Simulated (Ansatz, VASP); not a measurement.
One calculation of Be, two programs

```
CELL_PARAMETERS angstrom
2.78923 0.00000 0.00000
-1.39461 2.41554 0.00000
0.00000 0.00000 9.91254
ATOMIC_POSITIONS crystal
Be 0.00000 0.00000 0.00000
Be 0.33333 0.66667 0.25000
Be 0.00000 0.00000 0.50000
Be 0.66667 0.33333 0.75000
```

Alike in both runs: task single point; functional PBE; k mesh 18 × 18 × 4; occupations gaussian, width 0.1 eV; no spin polarisation.

```csv
,VASP,Ansatz
version,VASP 6.6.1,Ansatz 0.2.0
potentials or method,"VASP PAW PBE potentials, release 64 (Be), cutoff 520 eV","scalar-relativistic, plane waves, PAW"
valence electrons in the cell,8,8
```

```tsv
	VASP	Ansatz	Ansatz less VASP
gap on the k mesh at the Fermi level (eV)	none	none	-
pressure (GPa)	-24.4	-24.4	0.00
traceless stress, the component that is largest in VASP (GPa)	3.26	3.27	+0.006
```

A gap of «none» marks a metal or a gap that the smearing closes.
